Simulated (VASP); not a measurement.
**CuW2: relaxation of cell and atoms with PBE**

The system is CuW2.

```xyz
9
Lattice="4.7376 0.0000 0.0000 -2.3688 4.1029 0.0000 0.0000 0.0000 6.9349" Properties=species:S:1:pos:R:3 pbc="T T T"
Cu    2.3688    0.0000    0.0000
Cu    1.1844    2.0514    4.6233
Cu   -1.1844    2.0514    2.3116
W     0.0000    1.3434    0.0000
W     3.5742    0.6717    4.6233
W     1.2054    3.4312    2.3116
W     2.3688    2.7595    0.0000
W    -1.2054    3.4312    4.6233
W     1.1634    0.6717    2.3116
```

```
Program                : VASP 6.6.1
Task                   : relaxation of cell and atoms
Functional             : PBE
Potentials or basis    : VASP PAW PBE potentials, release 64 (Cu, W_sv)
Cutoff                 : 600 eV
k mesh                 : 9 × 9 × 6
Occupations            : gaussian, width 0.1 eV
Spin                   : no spin polarisation
Dipole correction      : no
Further INCAR settings : ALGO = Fast; EDIFF = 1e-06; IBRION = 2; EDIFFG = -0.01; NSW = 100; ISIF = 3
```

- Relaxed volume: 15.02 Å³/atom
- Relaxed cell: a = 4.741 Å, b = 4.741 Å, c = 6.945 Å, α = 90.00°, β = 90.00°, γ = 120.00°
- Space group after relaxing (to 0.1 Å): P6_422 (No. 181)
- Energy gained by relaxing: 0.1 meV/atom
- Ionic steps: 5
- Pressure after relaxing: 0.0 GPa
- Band gap on the k mesh: zero (an odd number of electrons rules out a gap without spin polarisation)

Step by step:
```csv
step,energy change (eV),largest force (eV/Å),pressure (GPa),volume (Å³)
1,0.0000,0.0200,0.62,134.80
2,0.0025,0.0246,-1.38,135.94
3,-0.0008,0.0215,-0.02,135.17
4,-0.0008,0.0211,-0.05,135.18
5,-0.0008,0.0013,-0.01,135.18
```

Final structure:
```xyz
9
Lattice="4.7410 0.0000 0.0000 -2.3705 4.1058 0.0000 0.0000 0.0000 6.9445" Properties=species:S:1:pos:R:3 pbc="T T T"
Cu    2.3705    0.0000    0.0000
Cu    1.1852    2.0529    4.6297
Cu    3.5557    2.0529    2.3149
W     0.0000    1.3431    0.0000
W     3.5778    0.6715    4.6297
W     1.2074    3.4343    2.3149
W     2.3705    2.7627    0.0000
W    -1.2074    3.4343    4.6297
W     1.1631    0.6715    2.3149
```

Levels at points of the mesh, in eV from the Fermi level:
| k point | band 56 | band 57 | band 58 | band 59 | band 60 | band 61 |
| --- | --- | --- | --- | --- | --- | --- |
| (0.00, 0.00, 0.00) | -0.84 | -0.30 | -0.30 | -0.19 | 0.65 | 0.65 |
| (0.00, 0.00, 0.50) | -0.58 | -0.12 | 0.05 | 0.05 | 0.48 | 0.61 |

Run time: 82 min on 1 thread of Intel Xeon 8259CL, on a shared host, peak memory 0.58 GiB.

Caveat: spin-orbit coupling is left out, which moves the levels of the heavy elements.
